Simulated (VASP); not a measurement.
Wanted: the native input for a VASP 6.6.1 run.

| Property | Result |
| --- | --- |
| Task | single point |
| Functional | r2SCAN |
| Potentials or basis | VASP PAW PBE potentials, release 64 (Bi_d) |
| Cutoff | 520 eV |
| k mesh | 9 × 9 × 9 |
| Occupations | fermi-dirac, width 0.01 eV |
| Spin | no spin polarisation |
| Dipole correction | no |
| Further INCAR settings | ALGO = Normal; EDIFF = 1e-06; NBANDS = 22 |

Bi:

```xyz
2
Lattice="2.2673 1.3090 4.1167 -2.2673 1.3090 4.1167 0.0000 -2.6180 4.1167" Properties=species:S:1:pos:R:3 pbc="T T T"
Bi    0.0000    0.0000    2.8616
Bi    0.0000    0.0000    9.4884
```

These files were run (other wordings do the same):

POSCAR

```
Bi
1.0
    2.2672586491      1.3090023913      4.1166667488
   -2.2672586491      1.3090023913      4.1166667488
    0.0000000000     -2.6180047827      4.1166667487
Bi
2
Direct
    0.2317091399      0.2317091399      0.2317091399
    0.7682908601      0.7682908601      0.7682908601
```

INCAR.step1

```
  PREC = Accurate
  ENCUT = 520
  ISMEAR = -1
  SIGMA = 0.01
  LREAL = False
  LASPH = True
  NELM = 100
  NBANDS = 22
  GGA = PE
  ALGO = Normal
  EDIFF = 1E-4
  LWAVE = True
  LCHARG = False
```

INCAR.step2

```
  PREC = Accurate
  ENCUT = 520
  EDIFF = 1E-6
  ISMEAR = -1
  SIGMA = 0.01
  LREAL = False
  LASPH = True
  NELM = 100
  ALGO = Normal
  ISIF = 2
  LWAVE = False
  LCHARG = False
  METAGGA = R2SCAN
  LMIXTAU = True
  NBANDS = 22
  ISTART = 1
```

KPOINTS

```
regular mesh
0
Gamma
  9 9 9
```

Potentials or basis: VASP PAW PBE potentials, release 64 (Bi_d).

Run with:

```console
$ cat potpaw_PBE.64/Bi_d/POTCAR > POTCAR
$ cp INCAR.step1 INCAR
$ mpirun -np 1 vasp_std > vasp.out
$ cp INCAR.step2 INCAR
$ mpirun -np 1 vasp_std > vasp.out
```

Results of the run:

| Property | Result |
| --- | --- |
| Pressure | 0.0 GPa |
| Largest force | 0.005 eV/Å |
| Band gap on the k mesh | 0.05 eV, indirect (least direct gap 0.49 eV) |

Caveat: the PAW data sets were made with another functional, which shifts forces and pressure a little; spin-orbit coupling is left out, which moves the levels of the heavy elements.

It used 410 s of CPU time on 1 thread of AMD EPYC 7R13 Processor (Zen 3) (shared host).
